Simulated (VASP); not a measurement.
# Re (P6_3/mmc) in VASP: vibrations by perturbation theory with PBEsol

Aim: the vibrations by perturbation theory of Re with PBEsol.

All numbers are computed with VASP 6.6.1; they aren't measurements. Logs are shortened: lines on timing, memory, paths and dates and some standing lists are left out, and cuts for length are marked.

## 1. The cell of the first run

Symmetry: P6_3/mmc, No. 194, hexagonal system. The conventional cell has a = 2.761 Å, b = 2.761 Å, c = 4.458 Å, α = 90.00°, β = 90.00°, γ = 120.00°. Re (site symmetry -6m2) has 12 Re at 2.74 to 2.76 Å within 3.6 Å.

## 2. Vibrations by perturbation theory, PBEsol

The input, INCAR:

```
SYSTEM = Re
ALGO     = Normal         ! electronic algorithm
EDIFF    = 1E-8           ! SCF threshold, eV
ENCUT    = 520            ! plane-wave cutoff, eV
GGA      = PS             ! functional
IBRION   = 8              ! ionic algorithm
ISIF     = 2              ! what is computed and relaxed
ISMEAR   = 1              ! smearing method
LASPH    = .TRUE.         ! aspherical terms in the spheres
LCHARG   = .FALSE.        ! write CHGCAR
LREAL    = .FALSE.        ! projectors in reciprocal space
LWAVE    = .FALSE.        ! write WAVECAR
NELM     = 80             ! most SCF steps
NSW      = 1              ! ionic steps
PREC     = Accurate       ! precision mode
SIGMA    = 0.1            ! smearing width, eV
```

The input, KPOINTS:

```
k-points
0
G
  6 6 3
  0 0 0
```

The input, POSCAR:

```
Re
1.0
    2.7608000000      0.0000000000      0.0000000000
   -1.3804000000      2.3909230000      0.0000000000
    0.0000000000      0.0000000000      4.4582000000
Re
2
Direct
    0.3333333333      0.6666666667      0.2500000000
    0.6666666667      0.3333333333      0.7500000000
```

Potentials or basis: VASP PAW PBE potentials, release 64 (Re).

On the command line:

```bash
$ cat potpaw_PBE.64/Re/POTCAR > POTCAR
$ mpirun -np 1 vasp_std > vasp.out
```

OUTCAR:

```text
SYSTEM = Re
   EDIFF = 1E-8
   ENCUT = 520
   GGA = PS
   IBRION = 8
   ISIF = 2
   ISMEAR = 1
   LASPH = .TRUE.
   LREAL = .FALSE.
   NELM = 80
   NSW = 1
   PREC = Accurate

 ion  position               nearest neighbor table
   1  0.333  0.667  0.250-   2 2.74   2 2.74   2 2.74   2 2.74   2 2.74   2 2.74
   2  0.667  0.333  0.750-   1 2.74   1 2.74   1 2.74   1 2.74   1 2.74   1 2.74

  LATTYP: Found a hexagonal cell.
 ALAT       =     2.7608000000
 C/A-ratio  =     1.6148217908

  Lattice vectors:

 A1 = (   2.7608000000,   0.0000000000,   0.0000000000)
 A2 = (  -1.3804000000,   2.3909230000,   0.0000000000)
 A3 = (   0.0000000000,   0.0000000000,   4.4582000000)

Analysis of symmetry for initial positions (statically):
=====================================================================
 Subroutine PRICEL returns:
 Original cell was already a primitive cell.

 Routine SETGRP: Setting up the symmetry group for a
 hexagonal supercell.

 Subroutine GETGRP returns: Found 24 space group operations
 (whereof 12 operations were pure point group operations)
 out of a pool of 24 trial point group operations.

The static configuration has the point symmetry D_3d.
 The point group associated with its full space group is D_6h.

Analysis of symmetry for dynamics (positions and initial velocities):
=====================================================================
 Subroutine PRICEL returns:
 Original cell was already a primitive cell.

 Routine SETGRP: Setting up the symmetry group for a
 hexagonal supercell.

 Subroutine GETGRP returns: Found 24 space group operations
 (whereof 12 operations were pure point group operations)
 out of a pool of 24 trial point group operations.

The dynamic configuration has the point symmetry D_3d.
 The point group associated with its full space group is D_6h.

 Subroutine INISYM returns: Found 24 space group operations
 (whereof 12 operations are pure point group operations),
[... 356 lines left out ...]
     0.000000000  0.000000000  4.458200000     0.000000000  0.000000000  0.224305774

 POSITION                                       TOTAL-FORCE (eV/Angst)
 -----------------------------------------------------------------------------------
     -0.00000      1.59395      1.11455        -0.000000      0.000000      0.000000
      1.38040      0.79697      3.34365         0.000000     -0.000000      0.000000
 -----------------------------------------------------------------------------------
    total drift:                               -0.000000      0.000000     -0.000000

  FREE ENERGIE OF THE ION-ELECTRON SYSTEM (eV)
  ---------------------------------------------------
  free  energy   TOTEN  =       -26.7575448586 eV

  energy  without entropy=      -26.7499455066  energy(sigma->0) =      -26.75501174

[... ionic steps 2 to 3 ...]

--------------------------------------- Ionic step        4  -------------------------------------------

------------------------ aborting loop because EDIFF is reached ----------------------------------------

[... ionic steps 5 to 5 ...]

--------------------------------------- Ionic step        6  -------------------------------------------

 Free energy of the ion-electron system (eV)
  ---------------------------------------------------
  ---------------------------------------------------
  free energy    TOTEN  =        -0.18588097 eV

  energy without entropy =       -0.18588097

------------------------ aborting loop because EDIFF is reached ----------------------------------------

 INTERNAL STRAIN TENSOR  FOR ION    1  DIRECTION 3   (eV/Angst):
 -----------------------------------------------------------------------------
     0.00055  0.00000  0.00000
     0.00000  0.00055  0.00000
     0.00000  0.00000 -0.00216

 INTERNAL STRAIN TENSOR FOR ION    2 for displacements in x,y,z  (eV/Angst):
          X           Y           Z          XY          YZ          ZX
  --------------------------------------------------------------------------------
  x     0.00000     0.00000     0.00000     6.74490     0.00000     0.00000
  y     6.74490    -6.74490     0.00000     0.00000     0.00000     0.00000
  z    -0.00000     0.00000     0.00000     0.00000     0.00000     0.00000

 SECOND DERIVATIVES (NOT SYMMETRIZED)
 ------------------------------------
               1X          1Y          1Z          2X          2Y          2Z
  1X    -0.713709    0.000000    0.000000    0.713709    0.000000    0.000000
  1Y     0.000000   -0.713709    0.000000    0.000000    0.713709    0.000000
  1Z     0.000000    0.000000   -5.994500   -0.000000    0.000000    5.994500
  2X     0.713709    0.000000    0.000000   -0.713709    0.000000    0.000000
  2Y     0.000000    0.713709    0.000000    0.000000   -0.713709    0.000000
  2Z    -0.000000    0.000000    5.994500    0.000000    0.000000   -5.994500

 Eigenvectors and eigenvalues of the dynamical matrix
 ----------------------------------------------------

   1 f  =    3.966836 THz    24.924364 2PiTHz  132.319398 cm-1    16.405507 meV
             X         Y         Z           dx          dy          dz
     -0.000000  1.593949  1.114550    -0.000000   -0.000000    0.707107
      1.380400  0.796974  3.343650    -0.000000    0.000000   -0.707107
[... 11 lines left out ...]
   4 f  =    0.000000 THz     0.000000 2PiTHz    0.000000 cm-1     0.000000 meV
             X         Y         Z           dx          dy          dz
     -0.000000  1.593949  1.114550     0.696397    0.121490    0.016479
      1.380400  0.796974  3.343650     0.696397    0.121490    0.016479

   5 f/i=    0.000000 THz     0.000000 2PiTHz    0.000001 cm-1     0.000000 meV
             X         Y         Z           dx          dy          dz
     -0.000000  1.593949  1.114550     0.122076   -0.678314   -0.158076
      1.380400  0.796974  3.343650     0.122076   -0.678314   -0.158076

   6 f/i=    0.000000 THz     0.000000 2PiTHz    0.000001 cm-1     0.000000 meV
             X         Y         Z           dx          dy          dz
     -0.000000  1.593949  1.114550     0.011352   -0.158527    0.689014
      1.380400  0.796974  3.343650     0.011352   -0.158527    0.689014

--------------------------------------------------------------------------------------------------------

 ELASTIC MODULI CONTR FROM IONIC RELAXATION (kBar)
 Direction    XX          YY          ZZ          XY          YZ          ZX
 --------------------------------------------------------------------------------
 XX       -3470.4084   3470.4086     -0.0000     -0.0000      0.0000      0.0000
 YY        3470.4086  -3470.4088      0.0000      0.0000      0.0000      0.0000
 ZZ          -0.0000      0.0000     -0.0000     -0.0000      0.0000      0.0000
 XY          -0.0000      0.0000     -0.0000  -3470.4086      0.0000      0.0000
 YZ           0.0000      0.0000      0.0000      0.0000      0.0000      0.0000
 ZX           0.0000      0.0000      0.0000      0.0000      0.0000      0.0000
 --------------------------------------------------------------------------------
```

It took 64 s on 1 thread of Intel Xeon Platinum 8259CL at 2.50GHz (Skylake/Cascade Lake), shared host; peak memory 0.18 GiB.

Results:

```
Highest phonon frequency at Γ : 132 cm⁻¹
```

Phonon frequencies in cm⁻¹ (negative: imaginary):
```
              q point      frequencies
(0.000, 0.000, 0.000)  0 0 0 46 46 132
```

Caveat: the k points lie up to 0.47 Å⁻¹ apart; the cell wasn't relaxed at this level first, which shifts response properties; spin-orbit coupling is left out, which moves the levels of the heavy elements.
